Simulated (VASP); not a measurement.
# GaP (R-3m) in VASP: single point with PBEsol

Aim: the single point of GaP with PBEsol.

Everything below comes from runs of VASP 6.6.1. Logs are shortened: lines on timing, memory, paths and dates and some standing lists are left out, and cuts for length are marked.

**1. The cell of the first run**

It takes space group R-3m (No. 166, trigonal). The conventional cell has a = 3.886 Å, b = 3.886 Å, c = 19.292 Å, α = 90.00°, β = 90.00°, γ = 120.00°. Within 3.2 Å of Ga (site symmetry 3m) lie 3 P at 2.40 Å and 1 Ga at 2.49 Å. Within 2.9 Å of P (site symmetry 3m) lie 1 P at 2.21 Å and 3 Ga at 2.40 Å.

**2. Single point, PBEsol**

The input, INCAR:

```
SYSTEM = GaP
ALGO = Normal ; EDIFF = 1E-6
ENCUT = 520 ; GGA = PS
ISIF = 2 ; ISMEAR = 0
LASPH = .True. ; LCHARG = .False.
LREAL = .False. ; LWAVE = .False.
NBANDS = 26 ; NELM = 60
PREC = Accurate ; SIGMA = 0.01
```

The input, KPOINTS:

```
k-points
0
Gamma
  6 6 6
  0 0 0
```

The input, POSCAR:

```
GaP
1.0
    1.9430200000      1.1218000000      6.4308100000
   -1.9430200000      1.1218000000      6.4308100000
    0.0000000000     -2.2436000000      6.4308100000
Ga P
2 2
Direct
    0.4353700000      0.4353700000      0.4353700000
    0.5646300000      0.5646300000      0.5646300000
    0.0573900000      0.0573900000      0.0573900000
    0.9426100000      0.9426100000      0.9426100000
```

Potentials or basis: VASP PAW PBE potentials, release 64 (Ga_d, P).

Command:

```bash
$ cat potpaw_PBE.64/Ga_d/POTCAR potpaw_PBE.64/P/POTCAR > POTCAR
$ mpirun -np 1 vasp_std > vasp.out
```

OUTCAR:

```text
SYSTEM = GaP
   EDIFF = 1E-6
   ENCUT = 520
   GGA = PS
   ISIF = 2
   ISMEAR = 0
   LASPH = .True.
   LREAL = .False.
   NELM = 60
   PREC = Accurate

 ion  position               nearest neighbor table
   1  0.435  0.435  0.435-   3 2.40   3 2.40   3 2.40   2 2.49
   2  0.565  0.565  0.565-   4 2.40   4 2.40   4 2.40   1 2.49
   3  0.057  0.057  0.057-   4 2.21   1 2.40   1 2.40   1 2.40
   4  0.943  0.943  0.943-   3 2.21   2 2.40   2 2.40   2 2.40

  LATTYP: Found a trigonal (rhomboedric) cell.
 ALAT       =     6.8109528861
 COS(alpha) =     0.8372320906

  Lattice vectors:

 A1 = (   1.9430200000,   1.1218000000,   6.4308100000)
 A2 = (  -1.9430200000,   1.1218000000,   6.4308100000)
 A3 = (   0.0000000000,  -2.2436000000,   6.4308100000)

Analysis of symmetry for initial positions (statically):
=====================================================================
 Subroutine PRICEL returns:
 Original cell was already a primitive cell.

 Routine SETGRP: Setting up the symmetry group for a
 trigonal (rhombohedral) supercell.

 Subroutine GETGRP returns: Found 12 space group operations
 (whereof 12 operations were pure point group operations)
 out of a pool of 12 trial point group operations.

The static configuration has the point symmetry D_3d.

Analysis of symmetry for dynamics (positions and initial velocities):
=====================================================================
 Subroutine PRICEL returns:
 Original cell was already a primitive cell.

 Routine SETGRP: Setting up the symmetry group for a
 trigonal (rhombohedral) supercell.

 Subroutine GETGRP returns: Found 12 space group operations
 (whereof 12 operations were pure point group operations)
 out of a pool of 12 trial point group operations.

The dynamic configuration has the point symmetry D_3d.

 Subroutine INISYM returns: Found 12 space group operations
 (whereof 12 operations are pure point group operations),
 and found     1 'primitive' translations

----------------------------------------------------------------------------------------

                                     Primitive cell

  volume of cell :      84.1026

  direct lattice vectors                    reciprocal lattice vectors
     1.943020000  1.121800000  6.430810000     0.257331371  0.148570749  0.051833802
    -1.943020000  1.121800000  6.430810000    -0.257331371  0.148570749  0.051833802
     0.000000000 -2.243600000  6.430810000     0.000000000 -0.297141499  0.051833802

  length of vectors
     6.810952886  6.810952886  6.810951344     0.301627991  0.301627991  0.301628602

  position of ions in fractional coordinates (direct lattice)
     0.435370000  0.435370000  0.435370000
     0.564630000  0.564630000  0.564630000
     0.057390000  0.057390000  0.057390000
     0.942610000  0.942610000  0.942610000

  ion indices of the primitive-cell ions
   primitive index   ion index
                 1           1
                 2           2
                 3           3
                 4           4

----------------------------------------------------------------------------------------

 KPOINTS: k-points

Automatic generation of k-mesh.
 Grid dimensions read from file:
 generate k-points for:    6    6    6

 Generating k-lattice:

  Cartesian coordinates                     Fractional coordinates (reciprocal lattice)
     0.042888562  0.024761792  0.008638967     0.166666667  0.000000000 -0.000000000
    -0.042888562  0.024761792  0.008638967     0.000000000  0.166666667 -0.000000000
     0.000000000 -0.049523583  0.008638967    -0.000000000 -0.000000000  0.166666667

  Length of vectors
     0.050271332  0.050271332  0.050271434

  Shift w.r.t. Gamma in fractional coordinates (k-lattice)
     0.000000000  0.000000000  0.000000000

 Subroutine IBZKPT returns following result:
 ===========================================

 Found     32 irreducible k-points:

 Following reciprocal coordinates:
            Coordinates               Weight
  0.000000  0.000000  0.000000      1.000000
  0.166667  0.000000 -0.000000      6.000000
  0.333333  0.000000 -0.000000      6.000000
  0.500000  0.000000 -0.000000      3.000000
  0.166667  0.166667 -0.000000      6.000000
  0.333333  0.166667 -0.000000     12.000000
[... 16 lines left out ...]
  0.500000  0.500000  0.166667      6.000000
 -0.333333  0.500000  0.166667     12.000000
 [... further k-points ...]
   k-points           NKPTS =     32   k-points in BZ     NKDIM =     32   number of bands    NBANDS=     26
   number of dos      NEDOS =    301   number of ions     NIONS =      4
   total plane-waves  NPLWV = 157464
   dimension x,y,z NGX =    54 NGY =   54 NGZ =   54
   dimension x,y,z NGXF=   108 NGYF=  108 NGZF=  108
   ions per type =               2   2
   NGX,Y,Z   is equivalent  to a cutoff of  13.18, 13.18, 13.18 a.u.
   NGXF,Y,Z  is equivalent  to a cutoff of  26.36, 26.36, 26.36 a.u.
 SYSTEM =  GaP
   PREC   = accura    normal or accurate (medium, high low for compatibility)
   ISTART =      0    job   : 0-new  1-cont  2-samecut
   ICHARG =      2    charge: 1-file 2-atom 10-const
   ISPIN  =      1    spin polarized calculation?
   LNONCOLLINEAR =      F non collinear calculations
   LSORBIT =      F    spin-orbit coupling
   LASPH  =      T    aspherical Exc in radial PAW
   ENCUT  =  520.0 eV  38.22 Ry    6.18 a.u.  12.66 12.66 12.66*2*pi/ulx,y,z
   NELM   =     60;   NELMIN=  2; NELMDL= -5     # of ELM steps
   EDIFF  = 0.1E-05   stopping-criterion for ELM
   LREAL  =      F    real-space projection
   EDIFFG = 0.1E-04   stopping-criterion for IOM
   NSW    =      0    number of steps for IOM
   IBRION =     -1    ionic relax: 0-MD 1-quasi-New 2-CG
   NFREE  =      0    steps in history (QN), initial steepest desc. (CG)
   ISIF   =      2    stress and relaxation
   ISYM   =      2    0-nonsym 1-usesym 2-fastsym
   POTIM  = 0.5000    time-step for ionic-motion
   TEBEG  =    0.0;   TEEND  =   0.0 temperature during run
   PSTRESS=    0.0 pullay stress
   NELECT =      36.0000    total number of electrons
   NUPDOWN=      -1.0000    fix difference up-down
   EMIN   =  10.00;   EMAX   =-10.00  energy-range for DOS
   EFERMI =   0.00;   METHOD = LEGACY
   ISMEAR =     0;   SIGMA  =   0.01  broadening in eV -4-tet -1-fermi 0-gaus
   EFERMI_NEDOS =   21; number of points for ismear=-14 and -15
   IALGO  =     38    algorithm
   IMIX   =      4    mixing-type and parameters
     AMIX     =   0.40;   BMIX     =  1.00
     AMIX_MAG =   1.60;   BMIX_MAG =  1.00
  volume/ion in A,a.u.               =      21.03       141.89
  Fermi-wavevector in a.u.,A,eV,Ry     =   1.233784  2.331514 20.711099  1.522223
  Thomas-Fermi vector in A             =   2.368500
   LORBIT       =      0    0 simple, 1 ext, 2 COOP (PROOUT), +10 PAW based schemes
   GGA     = PS    functional components
   LHFCALC =     F    Hartree Fock is set to
   AEXX    =    0.0000 exact exchange contribution
   IVDW    =     0    specifies the selected vdW correction
   LEPSILON=     F    determine dielectric tensor
   LRPA    =     F    only Hartree local field effects (RPA)
 non-spin polarized calculation
 Gauss-broadening in eV      SIGMA  =   0.01
  energy-cutoff  :      520.00
  volume of cell :       84.10
 maximum number of plane-waves:      2282
 NGX is ok and might be reduce to    54
   NGX = 25   NGY = 25   NGZ = 25

 number of electron      36.0000008 magnetization

 Free energy of the ion-electron system (eV)
  ---------------------------------------------------
  ext. energy  EPLUGINS =         0.00000000
  ---------------------------------------------------
  free energy    TOTEN  =       -19.28557199 eV

  energy without entropy =      -19.28557199  energy(sigma->0) =      -19.28557199

 E-fermi :   4.6126     XC(G=0):  -9.8524

 val. band max:        4.5320511076   @ k =   0.0000   0.0000   0.0000
 cond. band min:       5.2716334140   @ k =   0.5000   0.5000  -0.0000
 fundamental gap:      0.7395823065
 Fermi energy:         4.6125859629

 k-point     1 :       0.0000    0.0000    0.0000
  band No.  band energies     occupation
      1     -10.2190      2.00000
      2     -10.0912      2.00000
      3     -10.0912      2.00000
      4     -10.0771      2.00000
      5     -10.0771      2.00000
      6     -10.0252      2.00000
[... 18 lines left out ...]
     25       8.8659      0.00000
     26      12.3897      0.00000

 k-point     2 :       0.1667    0.0000   -0.0000
  band No.  band energies     occupation
      1     -10.2135      2.00000
      2     -10.1221      2.00000
      3     -10.0919      2.00000
      4     -10.0884      2.00000
      5     -10.0661      2.00000
      6     -10.0300      2.00000
[... 18 lines left out ...]
     25       9.7642      0.00000
     26      12.0862      0.00000

 k-point     3 :       0.3333    0.0000   -0.0000
  band No.  band energies     occupation
      1     -10.2058      2.00000
      2     -10.1718      2.00000
      3     -10.1144      2.00000
      4     -10.0850      2.00000
      5     -10.0440      2.00000
      6     -10.0404      2.00000
[... 18 lines left out ...]
     25      11.2934      0.00000
     26      11.5317      0.00000

 k-point     4 :       0.5000    0.0000   -0.0000
  band No.  band energies     occupation
      1     -10.2045      2.00000
      2     -10.1922      2.00000
      3     -10.1224      2.00000
      4     -10.0841      2.00000
      5     -10.0459      2.00000
      6     -10.0330      2.00000
[... 18 lines left out ...]
     25      10.9184      0.00000
     26      11.1691      0.00000

 k-point     5 :       0.1667    0.1667   -0.0000
  band No.  band energies     occupation
      1     -10.2133      2.00000
      2     -10.1180      2.00000
      3     -10.0949      2.00000
      4     -10.0897      2.00000
      5     -10.0657      2.00000
      6     -10.0300      2.00000
[... 18 lines left out ...]
     25      10.0585      0.00000
     26      11.5305      0.00000

 k-point     6 :       0.3333    0.1667   -0.0000
  band No.  band energies     occupation
      1     -10.2056      2.00000
      2     -10.1535      2.00000
      3     -10.1141      2.00000
      4     -10.0841      2.00000
      5     -10.0575      2.00000
      6     -10.0307      2.00000
[... 427 lines left out ...]
 k-point    21 :      -0.3333    0.3333    0.1667
  band No.  band energies     occupation
      1     -10.1897      2.00000
      2     -10.1878      2.00000
      3     -10.1286      2.00000
      4     -10.0831      2.00000
      5     -10.0569      2.00000
      6     -10.0258      2.00000
[... 18 lines left out ...]
     25      11.1424      0.00000
     26      12.0553      0.00000

 k-point    22 :      -0.1667    0.3333    0.1667
  band No.  band energies     occupation
      1     -10.2028      2.00000
      2     -10.1730      2.00000
      3     -10.1316      2.00000
      4     -10.0845      2.00000
      5     -10.0554      2.00000
      6     -10.0256      2.00000
[... 18 lines left out ...]
     25      11.5911      0.00000
     26      12.0597      0.00000

 k-point    23 :       0.5000    0.5000    0.1667
  band No.  band energies     occupation
      1     -10.2017      2.00000
      2     -10.1550      2.00000
      3     -10.1273      2.00000
      4     -10.0887      2.00000
      5     -10.0437      2.00000
      6     -10.0411      2.00000
[... 18 lines left out ...]
     25      12.1328      0.00000
     26      12.5997      0.00000

 k-point    24 :      -0.3333    0.5000    0.1667
  band No.  band energies     occupation
      1     -10.1947      2.00000
      2     -10.1742      2.00000
      3     -10.1353      2.00000
      4     -10.0849      2.00000
      5     -10.0561      2.00000
      6     -10.0257      2.00000
[... 18 lines left out ...]
     25      12.2185      0.00000
     26      12.3164      0.00000

 [... further k-points ...]

------------------------ aborting loop because EDIFF is reached ----------------------------------------

  FORCE on cell =-STRESS in cart. coord.  units (eV):
  Direction    XX          YY          ZZ          XY          YZ          ZX
  --------------------------------------------------------------------------------------
  -------------------------------------------------------------------------------------
  Total       -1.5354960     -1.5354875     -1.4047747      0.0000000     -0.0000000      0.0000000
  in kB      -29.2516012    -29.2514384    -26.7613266      0.0000000     -0.0000000      0.0000000
  external PRESSURE =     -28.4214554 kB  Pullay stress =       0.0000000 kB

 VOLUME and BASIS-vectors are now :
 -----------------------------------------------------------------------------
  energy-cutoff  :      520.00
  volume of cell :       84.10
      direct lattice vectors                 reciprocal lattice vectors
     1.943020000  1.121800000  6.430810000     0.257331371  0.148570749  0.051833802
    -1.943020000  1.121800000  6.430810000    -0.257331371  0.148570749  0.051833802
     0.000000000 -2.243600000  6.430810000     0.000000000 -0.297141499  0.051833802

 POSITION                                       TOTAL-FORCE (eV/Angst)
 -----------------------------------------------------------------------------------
      0.00000      0.00000      8.39935         0.000000      0.000000      0.042004
      0.00000      0.00000     10.89308         0.000000      0.000000     -0.042004
      0.00000      0.00000      1.10719         0.000000     -0.000000      0.089228
      0.00000      0.00000     18.18524         0.000000     -0.000000     -0.089228
 -----------------------------------------------------------------------------------
    total drift:                                0.000000      0.000000      0.000000

  FREE ENERGIE OF THE ION-ELECTRON SYSTEM (eV)
  ---------------------------------------------------
  free  energy   TOTEN  =       -19.2855719945 eV

  energy  without entropy=      -19.2855719945  energy(sigma->0) =      -19.28557199
```

Wall time 2.3 min (1 thread of AMD EPYC 7R13 (Zen 3), shared host); peak memory 0.37 GiB.

What came out:

* Free energy: -19.2856 eV
* Pressure: -2.8 GPa
* Largest force: 0.089 eV/Å
* Band gap on the k mesh: 0.74 eV (least direct gap 1.02 eV)

Forces on the atoms (eV/Å):
```
Ga   0.000  0.000  0.042
Ga   0.000  0.000 -0.042
P    0.000  0.000  0.089
P    0.000  0.000 -0.089
```

Stress tensor (GPa, compression positive):
```
-2.93  0.00  0.00
 0.00 -2.93  0.00
 0.00  0.00 -2.68
```

Levels at points of the mesh, in eV from the valence-band top:
```tsv
k point	band 15	band 16	band 17	band 18	band 19	band 20	band 21	band 22
(0.00, 0.00, 0.00)	-1.80	-0.26	0.00	0.00	1.02	1.45	2.70	3.62
(0.50, 0.00, 0.00)	-4.49	-2.85	-2.71	-1.75	1.52	2.62	3.57	4.39
(0.50, 0.50, 0.00)	-3.80	-3.11	-1.22	-0.51	0.74	1.38	1.45	3.96
(0.50, 0.50, 0.50)	-1.71	-1.71	-0.25	-0.25	1.03	2.29	3.80	3.80
```

Caveat: the PAW data sets were made with another functional, which shifts forces and pressure a little.
